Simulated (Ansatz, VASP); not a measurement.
# Two plane-wave programs on Sc

```
CELL_PARAMETERS angstrom
3.33295 0.00000 0.00000
0.00000 3.33295 0.00000
0.00000 0.00000 4.70945
ATOMIC_POSITIONS crystal
Sc 0.00000 0.00000 0.00000
Sc 0.50000 0.50000 0.50000
```

Change from the starting cell: equal strain along all axes, cell held, atoms relaxed: +2.0 %.

Alike in both runs: task single point; functional PBE; k mesh 14 × 14 × 10; occupations gaussian, width 0.1 eV; no spin polarisation.

|  | VASP | Ansatz |
| --- | --- | --- |
| version | VASP 6.6.1 | Ansatz 0.2.0 |
| potentials or method | VASP PAW PBE potentials, release 64 (Sc_sv), cutoff 520 eV | scalar-relativistic, plane waves, PAW |
| valence electrons in the cell | 22 | 22 |

```tsv
	VASP	Ansatz	Ansatz less VASP
gap on the k mesh at the Fermi level (eV)	none	none	-
pressure (GPa)	-2.7	-2.8	-0.03
```

A gap of «none» marks a metal or a gap that the smearing closes.
